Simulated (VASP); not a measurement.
Write the native input for VASP 6.6.1 that does the following.

```
Task                   : single point
Functional             : PBE
Potentials or basis    : VASP PAW PBE potentials, release 64 (C, Si)
Cutoff                 : 520 eV
k mesh                 : 4 × 3 × 2
Occupations            : fermi-dirac, width 0.01 eV
Spin                   : no spin polarisation
Dipole correction      : no
Further INCAR settings : LREAL = Auto; ALGO = Normal; EDIFF = 1e-07; NBANDS = 126
```

The structure of Si23C25 (a cell with a defect) (Moissanite) lies in POSCAR:

```
Si23C25
1.0
    6.1520000000      0.0000000000      0.0000000000
   -4.6140000000      7.9916824260      0.0000000000
    0.0000000000      0.0000000000     10.0960000000
C Si
25 23
Direct
    0.1666666666      0.2222222222      0.0000000000
    0.1666666666      0.2222222222      0.1925000000
    0.1666666666      0.2222222222      0.6925000000
    0.1666666666      0.5555555556      0.1925000000
    0.1666666666      0.5555555556      0.6925000000
    0.1666666666      0.8888888889      0.1925000000
    0.1666666666      0.8888888889      0.6925000000
    0.6666666666      0.2222222222      0.1925000000
    0.6666666666      0.2222222222      0.6925000000
    0.6666666666      0.5555555556      0.1925000000
    0.6666666666      0.5555555556      0.6925000000
    0.6666666666      0.8888888889      0.1925000000
    0.6666666666      0.8888888889      0.6925000000
    0.3333333334      0.1111111111      0.4425000000
    0.3333333334      0.1111111111      0.9425000000
    0.3333333334      0.4444444444      0.4425000000
    0.3333333334      0.4444444444      0.9425000000
    0.3333333334      0.7777777778      0.4425000000
    0.3333333334      0.7777777778      0.9425000000
    0.8333333334      0.1111111111      0.4425000000
    0.8333333334      0.1111111111      0.9425000000
    0.8333333334      0.4444444444      0.4425000000
    0.8333333334      0.4444444444      0.9425000000
    0.8333333334      0.7777777778      0.4425000000
    0.8333333334      0.7777777778      0.9425000000
    0.1666666666      0.2222222222      0.5000000000
    0.1666666666      0.5555555556      0.0000000000
    0.1666666666      0.5555555556      0.5000000000
    0.1666666666      0.8888888889      0.0000000000
    0.1666666666      0.8888888889      0.5000000000
    0.6666666666      0.2222222222      0.0000000000
    0.6666666666      0.2222222222      0.5000000000
    0.6666666666      0.5555555556      0.0000000000
    0.6666666666      0.5555555556      0.5000000000
    0.6666666666      0.8888888889      0.0000000000
    0.6666666666      0.8888888889      0.5000000000
    0.3333333334      0.1111111111      0.2500000000
    0.3333333334      0.1111111111      0.7500000000
    0.3333333334      0.4444444444      0.2500000000
    0.3333333334      0.4444444444      0.7500000000
    0.3333333334      0.7777777778      0.2500000000
    0.3333333334      0.7777777778      0.7500000000
    0.8333333334      0.1111111111      0.2500000000
    0.8333333334      0.1111111111      0.7500000000
    0.8333333334      0.4444444444      0.2500000000
    0.8333333334      0.4444444444      0.7500000000
    0.8333333334      0.7777777778      0.2500000000
    0.8333333334      0.7777777778      0.7500000000
```

These files were run (other wordings do the same):

INCAR

```
PREC = Accurate
ENCUT = 520
EDIFF = 1E-7
ISMEAR = -1
SIGMA = 0.01
LREAL = Auto
LASPH = True
NELM = 100
ALGO = Normal
ISIF = 2
LWAVE = False
LCHARG = False
GGA = PE
NBANDS = 126
```

KPOINTS

```
Automatic mesh
0
Gamma
  4 3 2
```

Potentials or basis: VASP PAW PBE potentials, release 64 (C, Si).

The run is started by

```bash
$ cat potpaw_PBE.64/C/POTCAR potpaw_PBE.64/Si/POTCAR > POTCAR
$ mpirun -np 1 vasp_std > vasp.out
```

It gave:

```yaml
Pressure: 0.7 GPa
Largest_force: 2.698 eV/Å
Band_gap_on_the_k_mesh: 1.92 eV
```

Run time: 21 min on 1 thread of AMD EPYC 9R45 96-Core Processor (Zen 5), on a shared host, peak memory 0.85 GiB.
